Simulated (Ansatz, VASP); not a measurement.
**Two plane-wave programs on Bi**

```
Bi
1.0
     2.29300    1.32387    4.04176
    -2.29300    1.32387    4.04176
     0.00000   -2.64773    4.04176
Bi
2
Direct
  0.23376 0.23376 0.23376
  0.76624 0.76624 0.76624
```

Alike in both runs: functional PBE; k mesh 9 × 9 × 9; occupations fermi-dirac, width 0.05 eV; no spin polarisation.

Ansatz relaxed the structure, and its values are those at the end. VASP's run is a single point on that final structure, the one shown.

|  | VASP | Ansatz |
| --- | --- | --- |
| version | VASP 6.6.1 | Ansatz 0.2.0 |
| potentials or method | VASP PAW PBE potentials, release 64 (Bi_d) | PAW with Ansatz's default frozen-core files, scalar-relativistic |
| plane-wave cutoff (eV) | 520 | 420 |
| valence electrons in the cell | 30 | 30 |

|  | VASP | Ansatz | Ansatz less VASP |
| --- | --- | --- | --- |
| pressure (GPa) | 0.0 | 0.0 | +0.04 |

Spin-orbit coupling is off throughout.
